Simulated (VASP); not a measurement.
Te2Mo:

```
CELL_PARAMETERS angstrom
3.51820 0.00000 0.00000
-1.75910 3.04685 0.00000
0.00000 0.00000 13.97360
ATOMIC_POSITIONS crystal
Te 0.66667 0.33333 0.37900
Te 0.33333 0.66667 0.87900
Te 0.66667 0.33333 0.12100
Te 0.33333 0.66667 0.62100
Mo 0.66667 0.33333 0.75000
Mo 0.33333 0.66667 0.25000
```

Base run:

```yaml
Program: VASP 6.6.1
Functional: b88 exchange, pbe correlation
Potentials_or_basis: VASP PAW PBE potentials, release 64 (Te, Mo_sv)
Cutoff: 500 eV
k_mesh: 9 × 9 × 2
Occupations: fermi-dirac, width 0.05 eV
Spin: no spin polarisation
```

Its results: band gap on the k mesh 0.78 eV (least direct gap 1.04 eV); pressure 2.9 GPa; largest force 0.172 eV/Å.

Problem. The run is repeated on the same cell with these changes: functional from b88 exchange, pbe correlation to BHLYP; cutoff from 500 eV to 520 eV; k mesh from 9 × 9 × 2 to 5 × 5 × 1. What comes out?

Solution. Band gap on the k mesh 3.01 eV (least direct gap 3.73 eV); pressure 1.1 GPa; largest force 0.625 eV/Å.

Several settings changed at once.

Caveats: some runs use coarse meshes; the PAW data sets were made with another functional, which shifts forces and pressure a little; spin-orbit coupling is left out, which moves the levels of the heavy elements; semilocal functionals underestimate gaps, and a narrow one can read as zero (at least some runs).

A k mesh can miss the band edges.
